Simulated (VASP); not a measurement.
Input of a VASP 6.6.1 run:

File INCAR:

```
SYSTEM = Ag
PREC = Accurate
ENCUT = 520
EDIFF = 1E-7
ISMEAR = -1
SIGMA = 0.05
LREAL = .False.
LASPH = .True.
NELM = 100
ALGO = Fast
ISIF = 2
LWAVE = .False.
LCHARG = .True.
GGA = PE
LELF = .True.
LVHAR = .True.
NBANDS = 24
```

Contents of KPOINTS:

```
Automatic mesh
0
Gamma
  10 10 10
  0 0 0
```

POSCAR

```
Ag
1.0
    1.4429765387      0.8331028931      7.0575750582
   -1.4429765387      0.8331028931      7.0575750582
    0.0000000000     -1.6662057860      7.0575750582
Ag
3
Direct
    0.2222810000      0.2222810000      0.2222810000
    0.7777190000      0.7777190000      0.7777190000
    0.0000000000      0.0000000000      0.0000000000
```

Potentials or basis: VASP PAW PBE potentials, release 64 (Ag).

Command:

```sh
$ cat potpaw_PBE.64/Ag/POTCAR > POTCAR
$ mpirun -np 1 vasp_std > vasp.out
```

**Question.** What does it give for the band gap on the k mesh?

**Answer.** Zero (an odd number of electrons rules out a gap without spin polarisation).

**Question.** What does it give for the pressure?

**Answer.** 5.5 GPa.

Forces on the atoms (eV/Å):
```
Ag   0.000  0.000  0.002
Ag   0.000  0.000 -0.002
Ag   0.000  0.000  0.000
```

Caveat: the cell stands under pressure.
